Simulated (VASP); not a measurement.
The system is SiC.

```
Si C
1.0
     0.03484    2.16933    2.16933
     2.16933    0.03484    2.16933
     2.16933    2.16933    0.03484
Si C
1 1
Direct
  0.00080 0.00080 0.00080
  0.24920 0.24920 0.24920
```

This cell differs from its parent crystal: epitaxial 111 strain -2.0%.

Base run:

```yaml
Program: VASP 6.6.1
Functional: HSE06
Potentials_or_basis: VASP PAW PBE potentials, release 64 (Si, C)
Cutoff: 520 eV
k_mesh: 8 × 8 × 8
Occupations: gaussian, width 0.01 eV
Spin: no spin polarisation
```

Its results: band gap on the k mesh 2.10 eV (least direct gap 5.61 eV); pressure 7.4 GPa; largest force 0.005 eV/Å.

Task: The run is repeated on the same cell with these changes: functional from HSE06 to r2SCAN; k mesh from 8 × 8 × 8 to 10 × 10 × 10. What comes out?

Result: Band gap on the k mesh 1.59 eV (least direct gap 4.94 eV); pressure 8.8 GPa; largest force 0.004 eV/Å.

Several settings changed at once.

Caveats: the cell stands under pressure; the PAW data sets were made with another functional, which shifts forces and pressure a little.

A k mesh can miss the band edges.
